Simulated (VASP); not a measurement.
A run of VASP 6.6.1:

Contents of INCAR:

```
ALGO = Normal
EDIFF = 1E-6
ENCUT = 520
GGA = PS
ISIF = 2
ISMEAR = 0
LASPH = T
LCHARG = F
LREAL = F
LWAVE = F
NBANDS = 44
NELM = 100
PREC = Accurate
SIGMA = 0.05
```

Contents of KPOINTS:

```
k-points
0
Gamma
  4 4 4
```

File POSCAR:

```
CO2
1.0
    5.4809387015      0.0000000000      0.0000000000
    0.0000000000      5.7999351339      0.0000000000
    0.0000000000      0.0000000000      4.9299448638
C O
4 8
Direct
    0.0000000000      0.0000000000      0.0000000000
    0.5000000000      0.0000000000      0.5000000000
    0.5000000000      0.5000000000      0.0000000000
    0.0000000000      0.5000000000      0.5000000000
    0.1161576883      0.1161576883      0.1161576883
    0.3838423117      0.8838423117      0.6161576883
    0.6161576883      0.3838423117      0.8838423117
    0.8838423117      0.6161576883      0.3838423117
    0.8838423117      0.8838423117      0.8838423117
    0.6161576883      0.1161576883      0.3838423117
    0.3838423117      0.6161576883      0.1161576883
    0.1161576883      0.3838423117      0.6161576883
```

Potentials or basis: VASP PAW PBE potentials, release 64 (C, O).

Run with:

```sh
$ cat potpaw_PBE.64/C/POTCAR potpaw_PBE.64/O/POTCAR > POTCAR
$ mpirun -np 1 vasp_std > vasp.out
```

Hardware: 1 thread of Intel(R) Xeon(R) 6975P-C (Granite Rapids), with other jobs on the host.

Estimate the wall time of this run.

It took 110 s on 1 thread of Intel(R) Xeon(R) 6975P-C (Granite Rapids) (shared host), peak memory 0.32 GiB. Counts: scf iterations 14, k points 27.
